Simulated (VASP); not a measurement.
Input of a VASP 6.6.1 run:

File INCAR:

```
  PREC = Accurate
  ENCUT = 500
  EDIFF = 1E-6
  ISMEAR = 0
  SIGMA = 0.01
  LREAL = False
  LASPH = True
  NELM = 120
  ALGO = Normal
  ISIF = 2
  LWAVE = False
  LCHARG = True
  GGA = PE
  LELF = True
  LVHAR = True
  NBANDS = 11
  GGA_COMPAT = False
```

The input KPOINTS:

```
regular mesh
0
Gamma
  4 4 4
```

POSCAR

```
AlAs
1.0
    4.0027900000      0.0000000000      0.0000000000
    2.0013950000      3.4665178260      0.0000000000
    2.0013950000      1.1555059420      3.2682643492
Al As
1 1
Direct
    0.0000000000      0.0000000000      0.0000000000
    0.2500000000      0.2500000000      0.2500000000
```

Potentials or basis: VASP PAW PBE potentials, release 64 (Al, As).

Launch:

```bash
$ cat potpaw_PBE.64/Al/POTCAR potpaw_PBE.64/As/POTCAR > POTCAR
$ mpirun -np 1 vasp_std > vasp.out
```

**Question.** What does it give for the band gap on the k mesh?

**Answer.** 1.41 eV (least direct gap 2.05 eV).

**Question.** What does it give for the pressure?

**Answer.** 3.1 GPa.

Caveat: the k points lie up to 0.48 Å⁻¹ apart. A k mesh can miss the band edges.
